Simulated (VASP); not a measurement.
# SnTe (Pm-3m) in VASP: a series of runs, part 2 of 2

VASP 6.6.1. Earlier steps stand in the parts before.

**3. Single point, revPBE+D3(BJ)**

This run uses another cell than the first one, of 26.69 Å³/atom, 0.990 times its volume.

Contents of INCAR:

```
PREC     = Accurate       # precision mode
ENCUT    = 520            # plane-wave cutoff, eV
EDIFF    = 1E-6           # SCF threshold, eV
ISMEAR   = -1             # smearing method
SIGMA    = 0.05           # smearing width, eV
LREAL    = False          # projectors in reciprocal space
LASPH    = True           # aspherical terms in the spheres
NELM     = 100            # most SCF steps
ALGO     = Normal         # electronic algorithm
ISIF     = 2              # what is computed and relaxed
LWAVE    = False          # write WAVECAR
LCHARG   = False          # write CHGCAR
GGA      = RE             # functional
IVDW     = 12             # dispersion correction
NBANDS   = 17             # bands
```

Contents of KPOINTS:

```
regular mesh
0
Gamma
  7 7 7
```

Contents of POSCAR:

```
SnTe
1.0
    3.7652876703      0.0000000000      0.0000000000
    0.0000000000      3.7652876703      0.0000000000
    0.0000000000      0.0000000000      3.7652876703
Te Sn
1 1
Direct
    0.5000000000      0.5000000000      0.5000000000
    0.0000000000      0.0000000000      0.0000000000
```

Potentials or basis: VASP PAW PBE potentials, release 64 (Te, Sn_d).

Started as:

```sh
$ cat potpaw_PBE.64/Te/POTCAR potpaw_PBE.64/Sn_d/POTCAR > POTCAR
$ mpirun -np 1 vasp_std > vasp.out
```

OUTCAR:

```text
PREC = Accurate
   ENCUT = 520
   EDIFF = 1E-6
   ISMEAR = -1
   LREAL = False
   LASPH = True
   NELM = 100
   ISIF = 2
   GGA = RE
   IVDW = 12
 IVDW          = 12

 ion  position               nearest neighbor table
   1  0.500  0.500  0.500-   2 3.26   2 3.26   2 3.26   2 3.26   2 3.26   2 3.26   2 3.26   2 3.26

   2  0.000  0.000  0.000-   1 3.26   1 3.26   1 3.26   1 3.26   1 3.26   1 3.26   1 3.26   1 3.26

  LATTYP: Found a simple cubic cell.
 ALAT       =     3.7652876703

  Lattice vectors:

 A1 = (   3.7652876703,   0.0000000000,   0.0000000000)
 A2 = (   0.0000000000,   3.7652876703,   0.0000000000)
 A3 = (   0.0000000000,   0.0000000000,   3.7652876703)

Analysis of symmetry for initial positions (statically):
=====================================================================
 Subroutine PRICEL returns:
 Original cell was already a primitive cell.

 Routine SETGRP: Setting up the symmetry group for a
 simple cubic supercell.

 Subroutine GETGRP returns: Found 48 space group operations
 (whereof 48 operations were pure point group operations)
 out of a pool of 48 trial point group operations.

[... 153 lines left out ...]

  energy without entropy =       -6.35911535  energy(sigma->0) =       -6.36324801

 E-fermi :   8.4858     XC(G=0): -10.3390

 val. band max:        8.4456599594   @ k =   0.4286   0.2857   0.0000
 cond. band min:       8.5705517930   @ k =   0.2857   0.1429   0.0000
 fundamental gap:      0.1248918336
 Fermi energy:         8.4858248129

 k-point     1 :       0.0000    0.0000    0.0000
  band No.  band energies     occupation
      1     -13.1098      2.00000
      2     -13.1098      2.00000
      3     -13.0570      2.00000
      4     -13.0570      2.00000
      5     -13.0570      2.00000
      6      -4.6157      2.00000
[... 377 lines left out ...]
      4     -13.0365      2.00000
      5     -13.0365      2.00000
      6      -1.6065      2.00000
[... 9 lines left out ...]
     16      22.2006      0.00000
     17      24.0890      0.00000

------------------------ aborting loop because EDIFF is reached ----------------------------------------

 Edisp (eV)   -1.73738

 E8    (eV) :    -1.2512

  FORCE on cell =-STRESS in cart. coord.  units (eV):
  Direction    XX          YY          ZZ          XY          YZ          ZX
  --------------------------------------------------------------------------------------
  -------------------------------------------------------------------------------------
  Total      -0.01548    -0.01548    -0.01548     0.00000     0.00000     0.00000
  in kB      -0.46461    -0.46461    -0.46461     0.00000     0.00000     0.00000
  external pressure =       -0.46 kB  Pullay stress =        0.00 kB

 VOLUME and BASIS-vectors are now :
 -----------------------------------------------------------------------------
  energy-cutoff  :      520.00
  volume of cell :       53.38
      direct lattice vectors                 reciprocal lattice vectors
     3.765287670  0.000000000  0.000000000     0.265583957  0.000000000  0.000000000
     0.000000000  3.765287670  0.000000000     0.000000000  0.265583957  0.000000000
     0.000000000  0.000000000  3.765287670     0.000000000  0.000000000  0.265583957

 POSITION                                       TOTAL-FORCE (eV/Angst)
 -----------------------------------------------------------------------------------
      1.88264      1.88264      1.88264         0.000000      0.000000      0.000000
      0.00000      0.00000      0.00000         0.000000      0.000000      0.000000
 -----------------------------------------------------------------------------------
    total drift:                               -0.000000      0.000000     -0.000000

  FREE ENERGIE OF THE ION-ELECTRON SYSTEM (eV)
  ---------------------------------------------------
  free  energy   TOTEN  =        -8.1047651703 eV

  energy  without entropy=       -8.0964998609  energy(sigma->0) =       -8.10063252
```

OSZICAR:

```text
N       E                     dE             d eps       ncg     rms          rms(c)
DAV:   1     0.130738269545E+03    0.13074E+03   -0.96448E+03   704   0.145E+03
DAV:   2     0.510658475468E+01   -0.12563E+03   -0.12244E+03   712   0.349E+02
DAV:   3    -0.609568052068E+01   -0.11202E+02   -0.11035E+02   863   0.897E+01
DAV:   4    -0.639016480282E+01   -0.29448E+00   -0.29411E+00   779   0.147E+01
DAV:   5    -0.640094380935E+01   -0.10779E-01   -0.10779E-01  1010   0.287E+00    0.560E+00
DAV:   6    -0.636862646428E+01    0.32317E-01   -0.67215E-02   958   0.226E+00    0.355E+00
DAV:   7    -0.636765748074E+01    0.96898E-03   -0.23289E-02   921   0.106E+00    0.588E-01
DAV:   8    -0.636732894000E+01    0.32854E-03   -0.26379E-03   860   0.465E-01    0.998E-02
DAV:   9    -0.636737480202E+01   -0.45862E-04   -0.21014E-04   823   0.880E-02    0.416E-02
DAV:  10    -0.636738482174E+01   -0.10020E-04   -0.11619E-05   932   0.244E-02    0.333E-02
DAV:  11    -0.636738134260E+01    0.34791E-05   -0.12362E-06   631   0.721E-03    0.168E-02
DAV:  12    -0.636738066385E+01    0.67875E-06   -0.22534E-07   384   0.288E-03
   1 F= -.81047652E+01 E0= -.81006325E+01  d E =-.826531E-02
```

stdout:

```text
POSCAR found type information on POSCAR TeSn
 POSCAR found :  2 types and       2 ions
 scaLAPACK will be used
 -----------------------------------------------------------------------------
|                                                                             |
|                                                                             |
|     You enforced a specific xc type in the INCAR file but a different       |
|     I HOPE YOU KNOW WHAT YOU ARE DOING!                                     |
|                                                                             |
 -----------------------------------------------------------------------------

 LDA part: xc-table for (Slater+PW92), standard interpolation
 POSCAR, INCAR and KPOINTS ok, starting setup
 FFT: planning ... GRIDC
 FFT: planning ... GRID_SOFT
 FFT: planning ... GRID
 WAVECAR not read
 entering main loop
```

Wall time 22 s (1 thread of AMD EPYC 7R43 (Zen 3), shared host); peak memory 0.13 GiB.

What came out:

```yaml
Free_energy: -8.1048 eV
Pressure: 0.0 GPa
Band_gap_on_the_k_mesh: zero (band 10 reaches 8.90 eV, above the bottom of band 11 at 7.34 eV)
Dispersion_energy_per_atom: -0.869 eV
```

Caveat: the PAW data sets were made with another functional, which shifts forces and pressure a little; spin-orbit coupling is left out, which moves the levels of the heavy elements; pairwise dispersion overbinds metals, which lowers pressure and volume.

**4. Single point, revPBE+D4**

This run uses another cell than the first one, of 27.11 Å³/atom, 1.005 times its volume.

Contents of INCAR:

```
ALGO = Normal
EDIFF = 1E-7
ENCUT = 520
GGA = RE
ISIF = 2
ISMEAR = -1
IVDW = 13
LASPH = True
LCHARG = True
LELF = True
LREAL = False
LVHAR = True
LWAVE = False
NBANDS = 17
NELM = 60
PREC = Accurate
SIGMA = 0.05
```

Contents of KPOINTS:

```
k-points
0
Gamma
  7 7 7
```

Contents of POSCAR:

```
SnTe
1.0
    3.7847280340      0.0000000000      0.0000000000
    0.0000000000      3.7847280340      0.0000000000
    0.0000000000      0.0000000000      3.7847280340
Te Sn
1 1
Direct
    0.5000000000      0.5000000000      0.5000000000
    0.0000000000      0.0000000000      0.0000000000
```

Started as:

```sh
$ cat potpaw_PBE.64/Te/POTCAR potpaw_PBE.64/Sn_d/POTCAR > POTCAR
$ mpirun -np 1 vasp_std > vasp.out
```

Run time: 27 s. Hardware: 1 thread of AMD EPYC 7R43 (Zen 3), shared host; peak memory 0.13 GiB.

It converged, with:

```
Free energy                : -7.9537 eV
Pressure                   : -0.1 GPa
Band gap on the k mesh     : zero (band 10 reaches 8.65 eV, above the bottom of band 11 at 7.18 eV)
Dispersion energy per atom : -0.781 eV
```

Levels at points of the mesh, in eV from the Fermi level:
```tsv
k point	band 7	band 8	band 9	band 10	band 11	band 12	band 13	band 14
(0.00, 0.00, 0.00)	-4.92	-1.95	-1.95	-1.95	3.39	3.39	6.07	6.07
```

Caveat: the PAW data sets were made with another functional, which shifts forces and pressure a little; spin-orbit coupling is left out, which moves the levels of the heavy elements; pairwise dispersion overbinds metals, which lowers pressure and volume.

**5. Single point, PBE (volume scaled by 0.94)**

Contents of INCAR:

```
SYSTEM = SnTe
  ALGO = Normal
  EDIFF = 1E-7
  ENCUT = 520
  GGA = PE
  ISIF = 2
  ISMEAR = -1
  LASPH = .TRUE.
  LCHARG = .TRUE.
  LELF = .TRUE.
  LREAL = .FALSE.
  LVHAR = .TRUE.
  LWAVE = .FALSE.
  NBANDS = 17
  NELM = 100
  PREC = Accurate
  SIGMA = 0.05
```

Contents of KPOINTS:

```
k-points
0
G
  7 7 7
  0 0 0
```

Contents of POSCAR:

```
SnTe
1.0
    3.8249898787      0.0000000000      0.0000000000
    0.0000000000      3.8249898787      0.0000000000
    0.0000000000      0.0000000000      3.8249898787
Te Sn
1 1
Direct
    0.5000000000      0.5000000000      0.5000000000
    0.0000000000      0.0000000000      0.0000000000
```

Started as:

```sh
$ cat potpaw_PBE.64/Te/POTCAR potpaw_PBE.64/Sn_d/POTCAR > POTCAR
$ mpirun -np 1 vasp_std > vasp.out
```

It took 25 s on 1 thread of AMD EPYC 7R43 (Zen 3), shared host; peak memory 0.12 GiB.

Results (log left out):

- Free energy: -7.0789 eV
- Pressure: 1.3 GPa
- Band gap on the k mesh: zero (band 10 reaches 8.08 eV, above the bottom of band 11 at 6.78 eV)

Levels at points of the mesh, in eV from the Fermi level:
```tsv
k point	band 7	band 8	band 9	band 10	band 11	band 12	band 13	band 14
(0.00, 0.00, 0.00)	-5.06	-1.85	-1.85	-1.85	3.50	3.50	5.83	5.83
```

Caveat: the cell differs from its parent crystal (volume scaled by 0.94); spin-orbit coupling is left out, which moves the levels of the heavy elements.

**6. Overview**

```csv
level,cell,gap on the mesh (eV),pressure (GPa)
RPBE+D4,"a = 3.778 Å, 2 atoms",none,-0.1
revPBE+D3(BJ),"a = 3.765 Å, 2 atoms",none,0.0
revPBE+D4,"a = 3.785 Å, 2 atoms",none,-0.1
PBE,"a = 3.825 Å, 2 atoms",none,1.3
```

Alike in all rows: task single point; potentials or basis VASP PAW PBE potentials, release 64 (Te, Sn_d); no spin polarisation; k mesh 7 × 7 × 7; cutoff (eV) 520; smearing fermi-dirac 0.05 eV.

Caveats: spin-orbit coupling is left out, which moves the levels of the heavy elements; the PAW data sets were made with another functional, which shifts forces and pressure a little (some runs); pairwise dispersion overbinds metals, which lowers pressure and volume (some runs).

Total energies depend on the potentials used, so only differences within one code and one set of settings carry meaning.
